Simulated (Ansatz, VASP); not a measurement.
**One calculation of ZnS, two programs**

File INCAR:

```
SYSTEM = ZnS
  PREC = Accurate
  ENCUT = 500
  EDIFF = 1E-6
  ISMEAR = 0
  SIGMA = 0.01
  LREAL = .False.
  LASPH = .True.
  NELM = 120
  ALGO = Normal
  ISIF = 2
  LWAVE = .False.
  LCHARG = .True.
  GGA = PE
  LELF = .True.
  LVHAR = .True.
  NBANDS = 16
  GGA_COMPAT = .False.
```

The input KPOINTS:

```
Automatic mesh
0
Gamma
  6 6 6
  0 0 0
```

Contents of POSCAR:

```
ZnS
1.0
    0.0000000000      2.7214990588      2.7214990588
    2.7214990588      0.0000000000      2.7214990588
    2.7214990588      2.7214990588      0.0000000000
Zn S
1 1
Direct
    0.2500000000      0.2500000000      0.2500000000
    0.0000000000      0.0000000000      0.0000000000
```

Input for Ansatz:

```yaml
crystal:
  lattice:
    - [0.0, 2.7214990588, 2.7214990588]
    - [2.7214990588, 0.0, 2.7214990588]
    - [2.7214990588, 2.7214990588, 0.0]
  atoms:
    - { symbol: Zn, position: [0.25, 0.25, 0.25] }
    - { symbol: S, position: [0.0, 0.0, 0.0] }
kpoints:
  mp_grid: { grid: [6, 6, 6] }
hamiltonian:
  xc: pbe
scf:
  occupations: { method: fixed }
  n_extra_bands: 4
output:
  forces: true
  stress: true
  eigenvalues: true
```

Alike in both runs: task single point; functional PBE; k mesh 6 × 6 × 6; no spin polarisation.

|  | VASP | Ansatz |
| --- | --- | --- |
| version | VASP 6.6.1 | Ansatz 0.2.0 |
| potentials or method | VASP PAW PBE potentials, release 64 (Zn, S) | plane waves, PAW |
| plane-wave cutoff (eV) | 500 | 420 |
| occupations | gaussian, width 0.01 eV | fixed |
| valence electrons in the cell | 18 | 18 |

Ansatz gave:

| Quantity | Value |
| --- | --- |
| gap on the k mesh at the Fermi level (eV) | 2.02 |
| pressure (GPa) | 0.0 |

Problem. Estimate VASP's values.

Solution. gap on the k mesh at the Fermi level (eV): 2.02; pressure (GPa): 0.2.
